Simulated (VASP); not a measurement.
# LaAl15N16 (a cell with a defect) in VASP: single point with PBE

Aim: the single point of LaAl15N16 (a cell with a defect) with PBE.

Everything below comes from runs of VASP 6.6.1. Logs are shortened: lines on timing, memory, paths and dates and some standing lists are left out, and cuts for length are marked.

### 1 The cell of the first run

The cell holds a defect, 32 atoms: a = 6.226 Å, b = 6.226 Å, c = 9.962 Å, α = 90.00°, β = 90.00°, γ = 120.00°.

### 2 Single point, PBE

INCAR

```
SYSTEM = LaAl15N16
PREC = Accurate
ENCUT = 520
EDIFF = 1E-6
ISMEAR = -1
SIGMA = 0.01
LREAL = Auto
LASPH = .True.
NELM = 100
ALGO = Normal
ISIF = 2
LWAVE = .False.
LCHARG = .True.
GGA = PE
LELF = .True.
LVHAR = .True.
NBANDS = 90
```

KPOINTS

```
Automatic mesh
0
Gamma
  4 4 2
  0 0 0
```

POSCAR

```
LaAl15N16
1.0
    6.2260000000      0.0000000000      0.0000000000
   -3.1130000000      5.3918741640      0.0000000000
    0.0000000000      0.0000000000      9.9620000000
La Al N
1 15 16
Direct
    0.1666666667      0.3333333333      0.0144216132
    0.1666666667      0.3333333333      0.4879958732
    0.1735522779      0.8367761389     -0.0070747155
    0.1617893804      0.8308946902      0.5022741769
    0.6632238611      0.3264477221     -0.0070747155
    0.6691053098      0.3382106196      0.5022741769
    0.6632238611      0.8367761389     -0.0070747155
    0.6691053098      0.8308946902      0.5022741769
    0.3387447900      0.1612552100      0.2631333434
    0.3351705537      0.1648294463      0.7384437526
    0.3387447900      0.6774895800      0.2631333434
    0.3351705537      0.6703411074      0.7384437526
    0.8225104200      0.1612552100      0.2631333434
    0.8296588926      0.1648294463      0.7384437526
    0.8333333333      0.6666666667      0.2446066054
    0.8333333333      0.6666666667      0.7501810172
    0.1666666667      0.3333333333      0.2469990536
    0.1666666667      0.3333333333      0.6857591979
    0.1702768845      0.8351384423      0.1874735660
    0.1593137582      0.8296568791      0.6875337992
    0.6648615577      0.3297231155      0.1874735660
    0.6703431209      0.3406862418      0.6875337992
    0.6648615577      0.8351384423      0.1874735660
    0.6703431209      0.8296568791      0.6875337992
    0.3389421353      0.1610578647      0.4493864129
    0.3513666192      0.1486333808      0.9231350665
    0.3389421353      0.6778842706      0.4493864129
    0.3513666192      0.7027332384      0.9231350665
    0.8221157294      0.1610578647      0.4493864129
    0.7972667616      0.1486333808      0.9231350665
    0.8333333333      0.6666666667      0.4344476253
    0.8333333333      0.6666666667      0.9426728086
```

Potentials or basis: VASP PAW PBE potentials, release 64 (La, Al, N).

Run with:

```bash
cat potpaw_PBE.64/La/POTCAR potpaw_PBE.64/Al/POTCAR potpaw_PBE.64/N/POTCAR > POTCAR
mpirun -np 1 vasp_std > vasp.out
```

OUTCAR:

```text
SYSTEM = LaAl15N16
   PREC = Accurate
   ENCUT = 520
   EDIFF = 1E-6
   ISMEAR = -1
   LREAL = Auto
   LASPH = .True.
   NELM = 100
   ISIF = 2
   GGA = PE

 ion  position               nearest neighbor table
   1  0.167  0.333  0.014-  26 2.19  30 2.19  28 2.19  17 2.32   9 3.10  13 3.10  11 3.10   5 3.12
                             5 3.12   3 3.12   7 3.12   7 3.12   3 3.12  10 3.30  14 3.30  12 3.30
   2  0.167  0.333  0.488-  25 1.90  29 1.90  27 1.90  18 1.97  17 2.40   9 2.91  13 2.91  11 2.91
                            10 3.09  14 3.09  12 3.09   6 3.12   4 3.12   8 3.12   8 3.12   6 3.12
   3  0.174  0.837  0.993-  28 1.82  26 1.82  32 1.90  19 1.94  16 3.04   7 3.05   5 3.05  12 3.09
                            10 3.09  15 3.11   1 3.12   1 3.12   7 3.18   5 3.18  11 3.21   9 3.21
   4  0.162  0.831  0.502-  20 1.85  27 1.86  25 1.86  31 1.90  12 2.96  10 2.96  11 2.98   9 2.98
                            16 3.04   8 3.07   6 3.07   2 3.12   2 3.12  15 3.12   8 3.16   6 3.16
   5  0.663  0.326  0.993-  30 1.82  26 1.82  32 1.90  21 1.94  16 3.04   7 3.05   3 3.05  14 3.09
                            10 3.09  15 3.11   1 3.12   1 3.12   7 3.18   3 3.18  13 3.21   9 3.21
   6  0.669  0.338  0.502-  22 1.85  29 1.86  25 1.86  31 1.90  14 2.96  10 2.96  13 2.98   9 2.98
                            16 3.04   8 3.07   4 3.07   2 3.12   2 3.12  15 3.12   8 3.16   4 3.16
   7  0.663  0.837  0.993-  28 1.82  30 1.82  32 1.90  23 1.94  16 3.04   3 3.05   5 3.05  12 3.09
                            14 3.09  15 3.11   1 3.12   1 3.12   3 3.18   5 3.18  11 3.21  13 3.21
   8  0.669  0.831  0.502-  24 1.85  27 1.86  29 1.86  31 1.90  12 2.96  14 2.96  11 2.98  13 2.98
                            16 3.04   4 3.07   6 3.07   2 3.12   2 3.12  15 3.12   4 3.16   6 3.16
   9  0.339  0.161  0.263-  25 1.86  17 1.86  21 1.91  19 1.91   2 2.91   6 2.98   4 2.98  13 3.01
                            11 3.01   1 3.10  15 3.12  15 3.12   5 3.21   3 3.21  13 3.21  11 3.21
  10  0.335  0.165  0.738-  26 1.85  22 1.88  20 1.88  18 1.89   6 2.96   4 2.96  14 3.08  12 3.08
                             2 3.09   5 3.09   3 3.09  16 3.12  16 3.12  14 3.15  12 3.15   1 3.30
  11  0.339  0.677  0.263-  27 1.86  17 1.86  23 1.91  19 1.91   2 2.91   4 2.98   8 2.98   9 3.01
                            13 3.01   1 3.10  15 3.12  15 3.12   3 3.21   7 3.21   9 3.21  13 3.21
  12  0.335  0.670  0.738-  28 1.85  24 1.88  20 1.88  18 1.89   4 2.96   8 2.96  10 3.08  14 3.08
                             2 3.09   3 3.09   7 3.09  16 3.12  16 3.12  10 3.15  14 3.15   1 3.30
  13  0.823  0.161  0.263-  29 1.86  17 1.86  23 1.91  21 1.91   2 2.91   6 2.98   8 2.98   9 3.01
                            11 3.01   1 3.10  15 3.12  15 3.12   5 3.21   7 3.21   9 3.21  11 3.21
  14  0.830  0.165  0.738-  30 1.85  22 1.88  24 1.88  18 1.89   6 2.96   8 2.96  10 3.08  12 3.08
                             2 3.09   5 3.09   7 3.09  16 3.12  16 3.12  10 3.15  12 3.15   1 3.30
  15  0.833  0.667  0.245-  31 1.89  23 1.90  19 1.90  21 1.90   7 3.11   3 3.11   5 3.11   8 3.12
                             4 3.12   6 3.12  11 3.12  13 3.12   9 3.12   9 3.12  11 3.12  13 3.12
  16  0.833  0.667  0.750-  24 1.87  20 1.87  22 1.87  32 1.92   7 3.04   3 3.04   5 3.04   8 3.04
                             4 3.04   6 3.04  12 3.12  14 3.12  10 3.12  10 3.12  12 3.12  14 3.12
  17  0.167  0.333  0.247-   9 1.86  13 1.86  11 1.86   1 2.32   2 2.40
  18  0.167  0.333  0.686-  10 1.89  14 1.89  12 1.89   2 1.97
  19  0.170  0.835  0.187-  15 1.90   9 1.91  11 1.91   3 1.94
  20  0.159  0.830  0.688-   4 1.85  16 1.87  12 1.88  10 1.88
  21  0.665  0.330  0.187-  15 1.90   9 1.91  13 1.91   5 1.94
  22  0.670  0.341  0.688-   6 1.85  16 1.87  10 1.88  14 1.88
  23  0.665  0.835  0.187-  15 1.90  11 1.91  13 1.91   7 1.94
  24  0.670  0.830  0.688-   8 1.85  16 1.87  12 1.88  14 1.88
  25  0.339  0.161  0.449-   9 1.86   6 1.86   4 1.86   2 1.90
  26  0.351  0.149  0.923-   5 1.82   3 1.82  10 1.85   1 2.19
  27  0.339  0.678  0.449-  11 1.86   4 1.86   8 1.86   2 1.90
  28  0.351  0.703  0.923-   3 1.82   7 1.82  12 1.85   1 2.19
  29  0.822  0.161  0.449-  13 1.86   6 1.86   8 1.86   2 1.90
  30  0.797  0.149  0.923-   5 1.82   7 1.82  14 1.85   1 2.19
  31  0.833  0.667  0.434-  15 1.89   8 1.90   4 1.90   6 1.90
  32  0.833  0.667  0.943-   7 1.90   3 1.90   5 1.90  16 1.92

  LATTYP: Found a hexagonal cell.
 ALAT       =     6.2260000000
 C/A-ratio  =     1.6000642467

  Lattice vectors:

 A1 = (   6.2260000000,   0.0000000000,   0.0000000000)
 A2 = (  -3.1130000000,   5.3918741640,   0.0000000000)
 A3 = (   0.0000000000,   0.0000000000,   9.9620000000)

Analysis of symmetry for initial positions (statically):
=====================================================================
 Subroutine PRICEL returns:
 Original cell was already a primitive cell.

 Routine SETGRP: Setting up the symmetry group for a
 hexagonal supercell.

 Subroutine GETGRP returns: Found  6 space group operations
 (whereof  2 operations were pure point group operations)
 out of a pool of 24 trial point group operations.

The static configuration has the point symmetry C_1h.
 The point group associated with its full space group is C_3v.

Analysis of symmetry for dynamics (positions and initial velocities):
=====================================================================
 Subroutine PRICEL returns:
[... 122 lines left out ...]

 Found      8 irreducible k-points:

 Following reciprocal coordinates:
            Coordinates               Weight
  0.000000  0.000000  0.000000      1.000000
  0.250000  0.000000  0.000000      6.000000
  0.500000  0.000000  0.000000      3.000000
  0.250000  0.250000  0.000000      6.000000
  0.000000  0.000000  0.500000      1.000000
  0.250000  0.000000  0.500000      6.000000
  0.500000  0.000000  0.500000      3.000000
  0.250000  0.250000  0.500000      6.000000
   k-points           NKPTS =      8   k-points in BZ     NKDIM =      8   number of bands    NBANDS=     90
   number of dos      NEDOS =    301   number of ions     NIONS =     32
   total plane-waves  NPLWV = 184320
   dimension x,y,z NGX =    48 NGY =   48 NGZ =   80
   dimension x,y,z NGXF=    96 NGYF=   96 NGZF=  160
   ions per type =               1  15  16
   NGX,Y,Z   is equivalent  to a cutoff of  12.82, 12.82, 13.35 a.u.
   NGXF,Y,Z  is equivalent  to a cutoff of  25.63, 25.63, 26.70 a.u.
 SYSTEM =  LaAl15N16
   PREC   = accura    normal or accurate (medium, high low for compatibility)
   ISTART =      0    job   : 0-new  1-cont  2-samecut
   ICHARG =      2    charge: 1-file 2-atom 10-const
   ISPIN  =      1    spin polarized calculation?
   LNONCOLLINEAR =      F non collinear calculations
   LSORBIT =      F    spin-orbit coupling
   LASPH  =      T    aspherical Exc in radial PAW
   ENCUT  =  520.0 eV  38.22 Ry    6.18 a.u.  11.58 11.58 18.52*2*pi/ulx,y,z
   NELM   =    100;   NELMIN=  2; NELMDL= -5     # of ELM steps
   EDIFF  = 0.1E-05   stopping-criterion for ELM
   LREAL  =      T    real-space projection
   EDIFFG = 0.1E-04   stopping-criterion for IOM
   NSW    =      0    number of steps for IOM
   IBRION =     -1    ionic relax: 0-MD 1-quasi-New 2-CG
   NFREE  =      0    steps in history (QN), initial steepest desc. (CG)
   ISIF   =      2    stress and relaxation
   ISYM   =      2    0-nonsym 1-usesym 2-fastsym
   POTIM  = 0.5000    time-step for ionic-motion
   TEBEG  =    0.0;   TEEND  =   0.0 temperature during run
   PSTRESS=    0.0 pullay stress
   NELECT =     136.0000    total number of electrons
   NUPDOWN=      -1.0000    fix difference up-down
   EMIN   =  10.00;   EMAX   =-10.00  energy-range for DOS
   EFERMI =   0.00;   METHOD = LEGACY
   ISMEAR =    -1;   SIGMA  =   0.01  broadening in eV -4-tet -1-fermi 0-gaus
   EFERMI_NEDOS =   21; number of points for ismear=-14 and -15
   IALGO  =     38    algorithm
   IMIX   =      4    mixing-type and parameters
     AMIX     =   0.40;   BMIX     =  1.00
     AMIX_MAG =   1.60;   BMIX_MAG =  1.00
  volume/ion in A,a.u.               =      10.45        70.52
  Fermi-wavevector in a.u.,A,eV,Ry     =   1.212893  2.292036 20.015675  1.471111
  Thomas-Fermi vector in A             =   2.348363
   LORBIT       =      0    0 simple, 1 ext, 2 COOP (PROOUT), +10 PAW based schemes
   GGA     = PE    functional components
   LHFCALC =     F    Hartree Fock is set to
   AEXX    =    0.0000 exact exchange contribution
   IVDW    =     0    specifies the selected vdW correction
   LEPSILON=     F    determine dielectric tensor
   LRPA    =     F    only Hartree local field effects (RPA)
 non-spin polarized calculation
  energy-cutoff  :      520.00
  volume of cell :      334.42
 maximum number of plane-waves:      9043
 NGX is ok and might be reduce to    48
   NGX = 23   NGY = 23   NGZ = 37

 number of electron     136.0000003 magnetization

 Free energy of the ion-electron system (eV)
  ---------------------------------------------------
  ext. energy  EPLUGINS =         0.00000000
  ---------------------------------------------------
  free energy    TOTEN  =      -234.78619421 eV

  energy without entropy =     -234.78619421  energy(sigma->0) =     -234.78619421

 E-fermi :   7.8812     XC(G=0): -11.0813

 val. band max:        7.6464515575   @ k =   0.2500   0.2500   0.0000
 cond. band min:      10.4636315369   @ k =   0.0000   0.0000   0.0000
 fundamental gap:      2.8171799795
 Fermi energy:         7.8811945829

 k-point     1 :       0.0000    0.0000    0.0000
  band No.  band energies     occupation
      1     -22.3676      2.00000
      2      -8.6200      2.00000
      3      -8.4523      2.00000
      4      -8.2792      2.00000
      5      -8.2792      2.00000
      6      -7.5307      2.00000
[... 653 lines left out ...]
     79      13.0187      0.00000
     80      13.1556      0.00000
 [bands above 80 left out]

------------------------ aborting loop because EDIFF is reached ----------------------------------------

  FORCE on cell =-STRESS in cart. coord.  units (eV):
  Direction    XX          YY          ZZ          XY          YZ          ZX
  --------------------------------------------------------------------------------------
  -------------------------------------------------------------------------------------
  Total       29.3184900     29.3184900     31.3957601      0.0000000     -0.0000000      0.0000000
  in kB      140.4613311    140.4613311    150.4132800      0.0000000     -0.0000000      0.0000000
  external PRESSURE =     143.7786474 kB  Pullay stress =       0.0000000 kB

 VOLUME and BASIS-vectors are now :
 -----------------------------------------------------------------------------
  energy-cutoff  :      520.00
  volume of cell :      334.42
      direct lattice vectors                 reciprocal lattice vectors
     6.226000000  0.000000000  0.000000000     0.160616768  0.092732134  0.000000000
    -3.113000000  5.391874164  0.000000000     0.000000000  0.185464269  0.000000000
     0.000000000  0.000000000  9.962000000     0.000000000  0.000000000  0.100381450

 POSITION                                       TOTAL-FORCE (eV/Angst)
 -----------------------------------------------------------------------------------
      0.00000      1.79729      0.14367         0.000000      0.000000      0.008661
      0.00000      1.79729      4.86141         0.000000      0.000000      0.007345
     -1.52435      4.51179      9.89152        -0.017146     -0.009899      0.001557
     -1.57927      4.48008      5.00366         0.003883      0.002242     -0.004382
      3.11300      1.76017      9.89152         0.000000      0.019798      0.001557
      3.11300      1.82359      5.00366         0.000000     -0.004484     -0.004382
[... 24 lines left out ...]
      3.11300      3.59458      4.32797         0.000000      0.000000      0.008935
      3.11300      3.59458      9.39091         0.000000      0.000000     -0.002959
 -----------------------------------------------------------------------------------
    total drift:                                0.000003     -0.000001      0.021364

  FREE ENERGIE OF THE ION-ELECTRON SYSTEM (eV)
  ---------------------------------------------------
  free  energy   TOTEN  =      -234.7861942071 eV

  energy  without entropy=     -234.7861942071  energy(sigma->0) =     -234.78619421
```

Run time: 12 min. Hardware: 1 thread of AMD EPYC 7R43 (Zen 3), shared host; peak memory 0.48 GiB.

Results:

| Item | Value |
| --- | --- |
| Free energy | -234.7862 eV |
| Pressure | 14.4 GPa |
| Largest force | 0.032 eV/Å |
| Band gap on the k mesh | 2.82 eV |

Forces on the atoms (eV/Å):
```
La   0.000  0.000  0.009
Al   0.000  0.000  0.007
Al  -0.017 -0.010  0.002
Al   0.004  0.002 -0.004
Al   0.000  0.020  0.002
Al   0.000 -0.004 -0.004
Al   0.017 -0.010  0.002
Al  -0.004  0.002 -0.004
Al   0.019 -0.011  0.004
Al  -0.001  0.001 -0.011
Al   0.000  0.022  0.004
Al   0.000 -0.001 -0.011
Al  -0.019 -0.011  0.004
Al   0.001  0.001 -0.011
Al   0.000  0.000 -0.012
Al   0.000  0.000 -0.002
N    0.000  0.000 -0.032
N    0.000  0.000  0.014
N    0.008  0.004 -0.007
N    0.004  0.003  0.009
N    0.000 -0.009 -0.007
N    0.000 -0.005  0.009
N   -0.008  0.004 -0.007
N   -0.004  0.003  0.009
N   -0.025  0.014  0.003
N   -0.016  0.009  0.008
N    0.000 -0.029  0.003
N    0.000 -0.018  0.008
N    0.025  0.014  0.003
N    0.016  0.009  0.008
N    0.000  0.000  0.009
N    0.000  0.000 -0.003
```

Caveat: spin-orbit coupling is left out, which moves the levels of the heavy elements.
